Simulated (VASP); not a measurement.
# AlGa3N4 (P-4m2) in VASP: a series of runs, part 2 of 2

VASP 6.6.1.

## 3. Single point, r2SCAN

POSCAR

```
AlGa3N4
1.0
    3.1929258782      0.0000000000      0.0000000000
    0.0000000000      3.1929258782      0.0000000000
    0.0000000000      0.0000000000      9.0066911826
Al Ga N
1 3 4
Direct
    0.5000000000      0.5000000000      0.0000000000
    0.0000000000      0.0000000000      0.7545476341
    0.0000000000      0.0000000000      0.2454523659
    0.5000000000      0.5000000000      0.5000000000
    0.5000000000      0.0000000000      0.8830153804
    0.0000000000      0.5000000000      0.1169846196
    0.5000000000      0.0000000000      0.3728708887
    0.0000000000      0.5000000000      0.6271291113
```

INCAR.step1

```
PREC = Accurate
ENCUT = 520
ISMEAR = 0
SIGMA = 0.02
LREAL = False
LASPH = True
NELM = 100
NBANDS = 41
GGA = PE
ALGO = Normal
EDIFF = 1E-4
LWAVE = True
LCHARG = False
```

INCAR.step2

```
PREC = Accurate
ENCUT = 520
EDIFF = 1E-6
ISMEAR = 0
SIGMA = 0.02
LREAL = False
LASPH = True
NELM = 100
ALGO = Normal
ISIF = 2
LWAVE = False
LCHARG = True
METAGGA = R2SCAN
LMIXTAU = True
LELF = True
LVHAR = True
NBANDS = 41
ISTART = 1
```

KPOINTS

```
Automatic mesh
0
Gamma
  8 8 4
```

Potentials or basis: VASP PAW PBE potentials, release 64 (Al, Ga_d, N).

Started as:

```sh
$ cat potpaw_PBE.64/Al/POTCAR potpaw_PBE.64/Ga_d/POTCAR potpaw_PBE.64/N/POTCAR > POTCAR
$ cp INCAR.step1 INCAR
$ mpirun -np 1 vasp_std > vasp.out
$ cp INCAR.step2 INCAR
$ mpirun -np 1 vasp_std > vasp.out
```

OUTCAR:

```text
PREC = Accurate
   ENCUT = 520
   EDIFF = 1E-6
   ISMEAR = 0
   LREAL = False
   LASPH = True
   NELM = 100
   ISIF = 2
   METAGGA = R2SCAN
   ISTART = 1

 ion  position               nearest neighbor table
   1  0.500  0.500  0.000-   5 1.91   6 1.91   5 1.91   6 1.91
   2  0.000  0.000  0.755-   8 1.97   8 1.97   5 1.97   5 1.97
   3  0.000  0.000  0.245-   7 1.97   7 1.97   6 1.97   6 1.97
   4  0.500  0.500  0.500-   7 1.96   8 1.96   7 1.96   8 1.96
   5  0.500  0.000  0.883-   1 1.91   1 1.91   2 1.97   2 1.97
   6  0.000  0.500  0.117-   1 1.91   1 1.91   3 1.97   3 1.97
   7  0.500  0.000  0.373-   4 1.96   4 1.96   3 1.97   3 1.97
   8  0.000  0.500  0.627-   4 1.96   4 1.96   2 1.97   2 1.97

  LATTYP: Found a simple tetragonal cell.
 ALAT       =     3.1929258782
 C/A-ratio  =     2.8208268924

  Lattice vectors:

 A1 = (   3.1929258782,   0.0000000000,   0.0000000000)
 A2 = (   0.0000000000,   3.1929258782,   0.0000000000)
 A3 = (   0.0000000000,   0.0000000000,   9.0066911826)

Analysis of symmetry for initial positions (statically):
=====================================================================
 Subroutine PRICEL returns:
 Original cell was already a primitive cell.

 Routine SETGRP: Setting up the symmetry group for a
 simple tetragonal supercell.

 Subroutine GETGRP returns: Found  8 space group operations
 (whereof  8 operations were pure point group operations)
 out of a pool of 16 trial point group operations.

The static configuration has the point symmetry D_2d.

Analysis of symmetry for dynamics (positions and initial velocities):
=====================================================================
 Subroutine PRICEL returns:
 Original cell was already a primitive cell.

 Routine SETGRP: Setting up the symmetry group for a
 simple tetragonal supercell.

 Subroutine GETGRP returns: Found  8 space group operations
 (whereof  8 operations were pure point group operations)
 out of a pool of 16 trial point group operations.

The dynamic configuration has the point symmetry D_2d.

 Subroutine INISYM returns: Found  8 space group operations
 (whereof  8 operations are pure point group operations),
 and found     1 'primitive' translations

----------------------------------------------------------------------------------------

                                     Primitive cell

  volume of cell :      91.8212

  direct lattice vectors                    reciprocal lattice vectors
     3.192925878  0.000000000  0.000000000     0.313192363  0.000000000  0.000000000
     0.000000000  3.192925878  0.000000000     0.000000000  0.313192363  0.000000000
     0.000000000  0.000000000  9.006691183     0.000000000  0.000000000  0.111028565

  length of vectors
     3.192925878  3.192925878  9.006691183     0.313192363  0.313192363  0.111028565

  position of ions in fractional coordinates (direct lattice)
     0.500000000  0.500000000  0.000000000
     0.000000000  0.000000000  0.754547634
     0.000000000  0.000000000  0.245452366
     0.500000000  0.500000000  0.500000000
     0.500000000  0.000000000  0.883015380
     0.000000000  0.500000000  0.116984620
     0.500000000  0.000000000  0.372870889
     0.000000000  0.500000000  0.627129111

  ion indices of the primitive-cell ions
[... 36 lines left out ...]
 Following reciprocal coordinates:
            Coordinates               Weight
  0.000000  0.000000  0.000000      1.000000
  0.125000  0.000000  0.000000      4.000000
  0.250000  0.000000  0.000000      4.000000
  0.375000  0.000000  0.000000      4.000000
  0.500000  0.000000  0.000000      2.000000
  0.125000  0.125000  0.000000      4.000000
[... 16 lines left out ...]
  0.375000  0.125000  0.250000     16.000000
  0.500000  0.125000  0.250000      8.000000
 [... further k-points ...]
   k-points           NKPTS =     45   k-points in BZ     NKDIM =     45   number of bands    NBANDS=     41
   number of dos      NEDOS =    301   number of ions     NIONS =      8
   total plane-waves  NPLWV =  40320
   dimension x,y,z NGX =    24 NGY =   24 NGZ =   70
   dimension x,y,z NGXF=    48 NGYF=   48 NGZF=  140
   ions per type =               1   3   4
   NGX,Y,Z   is equivalent  to a cutoff of  12.50, 12.50, 12.92 a.u.
   NGXF,Y,Z  is equivalent  to a cutoff of  24.99, 24.99, 25.84 a.u.
 SYSTEM =  unknown system
   PREC   = accura    normal or accurate (medium, high low for compatibility)
   ISTART =      1    job   : 0-new  1-cont  2-samecut
   ICHARG =      0    charge: 1-file 2-atom 10-const
   ISPIN  =      1    spin polarized calculation?
   LNONCOLLINEAR =      F non collinear calculations
   LSORBIT =      F    spin-orbit coupling
   LASPH  =      T    aspherical Exc in radial PAW
   ENCUT  =  520.0 eV  38.22 Ry    6.18 a.u.   5.94  5.94 16.75*2*pi/ulx,y,z
   NELM   =    100;   NELMIN=  2; NELMDL=  0     # of ELM steps
   EDIFF  = 0.1E-05   stopping-criterion for ELM
   LREAL  =      F    real-space projection
   EDIFFG = 0.1E-04   stopping-criterion for IOM
   NSW    =      0    number of steps for IOM
   IBRION =     -1    ionic relax: 0-MD 1-quasi-New 2-CG
   NFREE  =      0    steps in history (QN), initial steepest desc. (CG)
   ISIF   =      2    stress and relaxation
   ISYM   =      2    0-nonsym 1-usesym 2-fastsym
   POTIM  = 0.5000    time-step for ionic-motion
   TEBEG  =    0.0;   TEEND  =   0.0 temperature during run
   PSTRESS=    0.0 pullay stress
   NELECT =      62.0000    total number of electrons
   NUPDOWN=      -1.0000    fix difference up-down
   EMIN   =  10.00;   EMAX   =-10.00  energy-range for DOS
   EFERMI =   0.00;   METHOD = LEGACY
   ISMEAR =     0;   SIGMA  =   0.02  broadening in eV -4-tet -1-fermi 0-gaus
   EFERMI_NEDOS =   21; number of points for ismear=-14 and -15
   IALGO  =     38    algorithm
   IMIX   =      4    mixing-type and parameters
     AMIX     =   0.40;   BMIX     =  1.00
     AMIX_MAG =   1.60;   BMIX_MAG =  1.00
  volume/ion in A,a.u.               =      11.48        77.46
  Fermi-wavevector in a.u.,A,eV,Ry     =   1.436231  2.714084 28.065562  2.062761
  Thomas-Fermi vector in A             =   2.555442
   LORBIT       =      0    0 simple, 1 ext, 2 COOP (PROOUT), +10 PAW based schemes
   METAGGA = R2SCAN    functional components
   LHFCALC =     F    Hartree Fock is set to
   AEXX    =    0.0000 exact exchange contribution
   IVDW    =     0    specifies the selected vdW correction
   LEPSILON=     F    determine dielectric tensor
   LRPA    =     F    only Hartree local field effects (RPA)
 non-spin polarized calculation
 Gauss-broadening in eV      SIGMA  =   0.02
  energy-cutoff  :      520.00
  volume of cell :       91.82
 maximum number of plane-waves:      2509
 NGX is ok and might be reduce to    24
   NGX = 11   NGY = 11   NGZ = 33

 number of electron      61.9999984 magnetization

 Free energy of the ion-electron system (eV)
  ---------------------------------------------------
  ext. energy  EPLUGINS =         0.00000000
  ---------------------------------------------------
  free energy    TOTEN  =       -84.82067305 eV

  energy without entropy =      -84.82067305  energy(sigma->0) =      -84.82067305

 E-fermi :   5.0775     XC(G=0): -12.2111

 val. band max:        4.9490586266   @ k =   0.0000   0.0000   0.0000
 cond. band min:       7.4393743982   @ k =   0.0000   0.0000   0.0000
 fundamental gap:      2.4903157716
 Fermi energy:         5.0775131783

 k-point     1 :       0.0000    0.0000    0.0000
  band No.  band energies     occupation
      1     -11.3915      2.00000
      2     -10.6866      2.00000
      3     -10.6435      2.00000
      4      -9.9524      2.00000
      5      -8.6808      2.00000
      6      -8.6808      2.00000
[... 1045 lines left out ...]
     40      15.3747      0.00000
     41      15.5557      0.00000

 [... further k-points ...]
[... 5 lines left out ...]
  --------------------------------------------------------------------------------------
  -------------------------------------------------------------------------------------
  Total       -3.0002087     -3.0002087     -2.9029127      0.0000000      0.0000000      0.0000000
  in kB      -52.3502905    -52.3502905    -50.6525842      0.0000000      0.0000000      0.0000000
  external PRESSURE =     -51.7843884 kB  Pullay stress =       0.0000000 kB

 VOLUME and BASIS-vectors are now :
 -----------------------------------------------------------------------------
  energy-cutoff  :      520.00
  volume of cell :       91.82
      direct lattice vectors                 reciprocal lattice vectors
     3.192925878  0.000000000  0.000000000     0.313192363  0.000000000  0.000000000
     0.000000000  3.192925878  0.000000000     0.000000000  0.313192363  0.000000000
     0.000000000  0.000000000  9.006691183     0.000000000  0.000000000  0.111028565

 POSITION                                       TOTAL-FORCE (eV/Angst)
 -----------------------------------------------------------------------------------
      1.59646      1.59646      0.00000         0.000000      0.000000      0.000000
      0.00000      0.00000      6.79598         0.000000     -0.000000     -0.024440
      0.00000      0.00000      2.21071         0.000000     -0.000000      0.024440
      1.59646      1.59646      4.50335        -0.000000     -0.000000      0.000000
      1.59646      0.00000      7.95305         0.000000     -0.000000     -0.002240
      0.00000      1.59646      1.05364         0.000000     -0.000000      0.002240
      1.59646      0.00000      3.35833         0.000000     -0.000000     -0.002643
      0.00000      1.59646      5.64836         0.000000     -0.000000      0.002643
 -----------------------------------------------------------------------------------
    total drift:                                0.000000      0.000000     -0.000000

  FREE ENERGIE OF THE ION-ELECTRON SYSTEM (eV)
  ---------------------------------------------------
  free  energy   TOTEN  =       -84.8206730514 eV

  energy  without entropy=      -84.8206730514  energy(sigma->0) =      -84.82067305
```

It took 5.1 min on 1 thread of AMD EPYC 9R45 (Zen 5), shared host; peak memory 0.26 GiB.

What came out:

```yaml
Free_energy: -84.8207 eV
Pressure: -5.2 GPa
Largest_force: 0.024 eV/Å
Band_gap_on_the_k_mesh: 2.49 eV
```

Forces in eV/Å, atoms in the order of the input:
```
Al   0.000  0.000  0.000
Ga   0.000  0.000 -0.024
Ga   0.000  0.000  0.024
Ga   0.000  0.000  0.000
N    0.000  0.000 -0.002
N    0.000  0.000  0.002
N    0.000  0.000 -0.003
N    0.000  0.000  0.003
```

Caveat: the cell stands under tension; the PAW data sets were made with another functional, which shifts forces and pressure a little.
